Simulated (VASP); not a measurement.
# Hg (R-3m) in VASP: a series of runs, part 2 of 2

VASP 6.6.1. Earlier steps stand in the parts before.

### Step 3. Single point, LDA

Contents of INCAR:

```
SYSTEM = Hg
  PREC = Accurate
  ENCUT = 500
  EDIFF = 1E-6
  ISMEAR = -1
  SIGMA = 0.1
  LREAL = .FALSE.
  LASPH = .TRUE.
  NELM = 120
  ALGO = Normal
  ISIF = 2
  LWAVE = .FALSE.
  LCHARG = .TRUE.
  LELF = .TRUE.
  LVHAR = .TRUE.
  NBANDS = 16
  GGA_COMPAT = .FALSE.
```

Contents of KPOINTS:

```
Automatic mesh
0
G
  11 11 11
  0 0 0
```

Contents of POSCAR:

```
Hg
1.0
    1.7463233735      1.0082402698      2.1478810803
   -1.7463233735      1.0082402698      2.1478810803
    0.0000000000     -2.0164805396      2.1478810803
Hg
1
Direct
    0.0000000000      1.0000000000      0.0000000000
```

Potentials or basis: VASP PAW LDA potentials, release 64 (Hg_sv_GW).

On the command line:

```console
$ cat potpaw_LDA.64/Hg_sv_GW/POTCAR > POTCAR
$ mpirun -np 1 vasp_std > vasp.out
```

OUTCAR:

```text
SYSTEM = Hg
   PREC = Accurate
   ENCUT = 500
   EDIFF = 1E-6
   ISMEAR = -1
   LREAL = .FALSE.
   LASPH = .TRUE.
   NELM = 120
   ISIF = 2

 ion  position               nearest neighbor table
   1  0.000  0.000  0.000-

  LATTYP: Found a trigonal (rhomboedric) cell.
 ALAT       =     2.9461138643
 COS(alpha) =     0.2972833017

  Lattice vectors:

 A1 = (   1.7463233735,   1.0082402698,   2.1478810803)
 A2 = (  -1.7463233735,   1.0082402698,   2.1478810803)
 A3 = (   0.0000000000,  -2.0164805396,   2.1478810803)

Analysis of symmetry for initial positions (statically):
=====================================================================
 Subroutine PRICEL returns:
 Original cell was already a primitive cell.

 Routine SETGRP: Setting up the symmetry group for a
 trigonal (rhombohedral) supercell.

 Subroutine GETGRP returns: Found 12 space group operations
 (whereof 12 operations were pure point group operations)
 out of a pool of 12 trial point group operations.

The static configuration has the point symmetry D_3d.

Analysis of symmetry for dynamics (positions and initial velocities):
=====================================================================
 Subroutine PRICEL returns:
 Original cell was already a primitive cell.

 Routine SETGRP: Setting up the symmetry group for a
 trigonal (rhombohedral) supercell.

 Subroutine GETGRP returns: Found 12 space group operations
 (whereof 12 operations were pure point group operations)
 out of a pool of 12 trial point group operations.

The dynamic configuration has the point symmetry D_3d.

 Subroutine INISYM returns: Found 12 space group operations
 (whereof 12 operations are pure point group operations),
 and found     1 'primitive' translations

----------------------------------------------------------------------------------------

                                     Primitive cell

  volume of cell :      22.6908

  direct lattice vectors                    reciprocal lattice vectors
     1.746323374  1.008240270  2.147881080     0.286315815  0.165304513  0.155191708
    -1.746323374  1.008240270  2.147881080    -0.286315815  0.165304513  0.155191708
     0.000000000 -2.016480540  2.147881080     0.000000000 -0.330609026  0.155191708

  length of vectors
     2.946113864  2.946113864  2.946113864     0.365221569  0.365221569  0.365221569

  position of ions in fractional coordinates (direct lattice)
     0.000000000  0.000000000  0.000000000

  ion indices of the primitive-cell ions
   primitive index   ion index
                 1           1

----------------------------------------------------------------------------------------

 KPOINTS: Automatic mesh

Automatic generation of k-mesh.
 Grid dimensions read from file:
 generate k-points for:   11   11   11

 Generating k-lattice:

  Cartesian coordinates                     Fractional coordinates (reciprocal lattice)
     0.026028710  0.015027683  0.014108337     0.090909091  0.000000000  0.000000000
    -0.026028710  0.015027683  0.014108337     0.000000000  0.090909091  0.000000000
     0.000000000 -0.030055366  0.014108337     0.000000000  0.000000000  0.090909091

  Length of vectors
     0.033201961  0.033201961  0.033201961

  Shift w.r.t. Gamma in fractional coordinates (k-lattice)
     0.000000000  0.000000000  0.000000000

 Subroutine IBZKPT returns following result:
 ===========================================

 Found    146 irreducible k-points:

 Following reciprocal coordinates:
            Coordinates               Weight
  0.000000  0.000000  0.000000      1.000000
  0.090909  0.000000 -0.000000      6.000000
  0.181818 -0.000000 -0.000000      6.000000
  0.272727  0.000000 -0.000000      6.000000
  0.363636 -0.000000 -0.000000      6.000000
  0.454545  0.000000 -0.000000      6.000000
[... 16 lines left out ...]
 -0.272727  0.181818  0.000000     12.000000
 -0.181818  0.181818  0.000000      6.000000
 [... further k-points ...]
   k-points           NKPTS =    146   k-points in BZ     NKDIM =    146   number of bands    NBANDS=     16
   number of dos      NEDOS =    301   number of ions     NIONS =      1
   total plane-waves  NPLWV =  13824
   dimension x,y,z NGX =    24 NGY =   24 NGZ =   24
   dimension x,y,z NGXF=    48 NGYF=   48 NGZF=   48
   ions per type =               1
   NGX,Y,Z   is equivalent  to a cutoff of  13.54, 13.54, 13.54 a.u.
   NGXF,Y,Z  is equivalent  to a cutoff of  27.09, 27.09, 27.09 a.u.
 SYSTEM =  Hg
   PREC   = accura    normal or accurate (medium, high low for compatibility)
   ISTART =      0    job   : 0-new  1-cont  2-samecut
   ICHARG =      2    charge: 1-file 2-atom 10-const
   ISPIN  =      1    spin polarized calculation?
   LNONCOLLINEAR =      F non collinear calculations
   LSORBIT =      F    spin-orbit coupling
   LASPH  =      T    aspherical Exc in radial PAW
   ENCUT  =  500.0 eV  36.75 Ry    6.06 a.u.   5.37  5.37  5.37*2*pi/ulx,y,z
   NELM   =    120;   NELMIN=  2; NELMDL= -5     # of ELM steps
   EDIFF  = 0.1E-05   stopping-criterion for ELM
   LREAL  =      F    real-space projection
   EDIFFG = 0.1E-04   stopping-criterion for IOM
   NSW    =      0    number of steps for IOM
   IBRION =     -1    ionic relax: 0-MD 1-quasi-New 2-CG
   NFREE  =      0    steps in history (QN), initial steepest desc. (CG)
   ISIF   =      2    stress and relaxation
   ISYM   =      2    0-nonsym 1-usesym 2-fastsym
   POTIM  = 0.5000    time-step for ionic-motion
   TEBEG  =    0.0;   TEEND  =   0.0 temperature during run
   PSTRESS=    0.0 pullay stress
   NELECT =      20.0000    total number of electrons
   NUPDOWN=      -1.0000    fix difference up-down
   EMIN   =  10.00;   EMAX   =-10.00  energy-range for DOS
   EFERMI =   0.00;   METHOD = LEGACY
   ISMEAR =    -1;   SIGMA  =   0.10  broadening in eV -4-tet -1-fermi 0-gaus
   EFERMI_NEDOS =   21; number of points for ismear=-14 and -15
   IALGO  =     38    algorithm
   IMIX   =      4    mixing-type and parameters
     AMIX     =   0.40;   BMIX     =  1.00
     AMIX_MAG =   1.60;   BMIX_MAG =  1.00
  volume/ion in A,a.u.               =      22.69       153.13
  Fermi-wavevector in a.u.,A,eV,Ry     =   1.569645  2.966199 33.521835  2.463785
  Thomas-Fermi vector in A             =   2.671497
   LORBIT       =      0    0 simple, 1 ext, 2 COOP (PROOUT), +10 PAW based schemes
   GGA     = CA    functional components
   LHFCALC =     F    Hartree Fock is set to
   AEXX    =    0.0000 exact exchange contribution
   IVDW    =     0    specifies the selected vdW correction
   LEPSILON=     F    determine dielectric tensor
   LRPA    =     F    only Hartree local field effects (RPA)
 non-spin polarized calculation
  energy-cutoff  :      500.00
  volume of cell :       22.69
 maximum number of plane-waves:       596
 NGX is ok and might be reduce to    24
   NGX = 11   NGY = 11   NGZ = 11

 number of electron      19.9999992 magnetization

 Free energy of the ion-electron system (eV)
  ---------------------------------------------------
  ext. energy  EPLUGINS =         0.00000000
  ---------------------------------------------------
  free energy    TOTEN  =        -0.98451096 eV

  energy without entropy =       -0.97518459  energy(sigma->0) =       -0.97984777

 E-fermi :   6.1423     XC(G=0): -11.9138

 val. band max:        6.0221182575   @ k =  -0.4545   0.1818   0.1818
 cond. band min:       6.2175579673   @ k =  -0.4545   0.2727   0.0000
 fundamental gap:      0.1954397098
 Fermi energy:         6.1423005499

 k-point     1 :       0.0000    0.0000    0.0000
  band No.  band energies     occupation
      1    -108.4515      2.00000
      2     -57.0381      2.00000
      3     -57.0317      2.00000
      4     -57.0317      2.00000
      5      -3.3900      2.00000
      6      -1.8505      2.00000
[... 8 lines left out ...]
     15      24.5608      0.00000
     16      24.5608      0.00000

 k-point     2 :       0.0909    0.0000   -0.0000
  band No.  band energies     occupation
      1    -108.4513      2.00000
      2     -57.0413      2.00000
      3     -57.0335      2.00000
      4     -57.0315      2.00000
      5      -3.2041      2.00000
      6      -1.8376      2.00000
[... 8 lines left out ...]
     15      24.2070      0.00000
     16      25.2102      0.00000
[... 387 lines left out ...]
      5      -2.0137      2.00000
      6      -1.4968      2.00000
[... 8 lines left out ...]
     15      23.0675      0.00000
     16      25.6359      0.00000

 k-point    24 :      -0.1818    0.1818    0.0000
  band No.  band energies     occupation
      1    -108.4503      2.00000
      2     -57.0588      2.00000
      3     -57.0477      2.00000
      4     -57.0311      2.00000
      5      -2.1173      2.00000
      6      -1.5383      2.00000
[... 8 lines left out ...]
     15      24.1160      0.00000
     16      25.6882      0.00000

 [... further k-points ...]
[... 5 lines left out ...]
  --------------------------------------------------------------------------------------
  -------------------------------------------------------------------------------------
  Total       -0.1683902     -0.1683902     -0.1455465     -0.0000000      0.0000000      0.0000000
  in kB      -11.8898712    -11.8898712    -10.2769008     -0.0000000      0.0000000      0.0000000
  external PRESSURE =     -11.3522144 kB  Pullay stress =       0.0000000 kB

 VOLUME and BASIS-vectors are now :
 -----------------------------------------------------------------------------
  energy-cutoff  :      500.00
  volume of cell :       22.69
      direct lattice vectors                 reciprocal lattice vectors
     1.746323374  1.008240270  2.147881080     0.286315815  0.165304513  0.155191708
    -1.746323374  1.008240270  2.147881080    -0.286315815  0.165304513  0.155191708
     0.000000000 -2.016480540  2.147881080     0.000000000 -0.330609026  0.155191708

 POSITION                                       TOTAL-FORCE (eV/Angst)
 -----------------------------------------------------------------------------------
      0.00000      0.00000      0.00000        -0.000000     -0.000000      0.000000
 -----------------------------------------------------------------------------------
    total drift:                                0.000000     -0.000000      0.000000

  FREE ENERGIE OF THE ION-ELECTRON SYSTEM (eV)
  ---------------------------------------------------
  free  energy   TOTEN  =        -0.9845109597 eV

  energy  without entropy=       -0.9751845872  energy(sigma->0) =       -0.97984777
```

OSZICAR:

```text
N       E                     dE             d eps       ncg     rms          rms(c)
DAV:   1     0.302812045336E+03    0.30281E+03   -0.11989E+04  4816   0.170E+03
DAV:   2     0.199833965351E+02   -0.28283E+03   -0.26164E+03  4712   0.601E+02
DAV:   3    -0.389089766385E+00   -0.20372E+02   -0.20286E+02  7344   0.156E+02
DAV:   4    -0.103664729269E+01   -0.64756E+00   -0.64752E+00  5376   0.286E+01
DAV:   5    -0.105364572322E+01   -0.16998E-01   -0.16998E-01  7440   0.451E+00    0.270E+01
DAV:   6    -0.990655403119E+00    0.62990E-01   -0.12729E-01  7176   0.676E+00    0.157E+01
DAV:   7    -0.985243767882E+00    0.54116E-02   -0.19509E-02  7632   0.170E+00    0.135E+00
DAV:   8    -0.984521961792E+00    0.72181E-03   -0.30751E-03  6960   0.128E+00    0.938E-02
DAV:   9    -0.984511330999E+00    0.10631E-04   -0.87700E-05  5640   0.137E-01    0.140E-02
DAV:  10    -0.984510959718E+00    0.37128E-06   -0.41094E-06  6216   0.493E-02
   1 F= -.98451096E+00 E0= -.97984777E+00  d E =-.932637E-02
```

stdout:

```text
POSCAR found type information on POSCAR Hg
 POSCAR found :  1 types and       1 ions
 scaLAPACK will be used
 LDA part: xc-table for (Slater(with rela. corr.)+CA(PZ))
 , standard interpolation
 POSCAR, INCAR and KPOINTS ok, starting setup
 FFT: planning ... GRIDC
 FFT: planning ... GRID_SOFT
 FFT: planning ... GRID
 WAVECAR not read
 entering main loop
```

Run time: 30 s. Hardware: 1 thread of Intel Xeon Platinum 8488C (Sapphire Rapids), shared host; peak memory 0.18 GiB.

What came out:

| Quantity | Value |
| --- | --- |
| Free energy | -0.9845 eV |
| Pressure | -1.1 GPa |
| Band gap on the k mesh | zero (band 10 reaches 7.34 eV, above the bottom of band 11 at 4.59 eV) |

Levels at points of the mesh, in eV from the Fermi level:
```tsv
k point	band 8	band 9	band 10	band 11	band 12	band 13
(0.00, 0.00, 0.00)	-6.31	-6.20	-6.20	11.57	12.23	12.23
```

Caveat: spin-orbit coupling is left out, which moves the levels of the heavy elements.
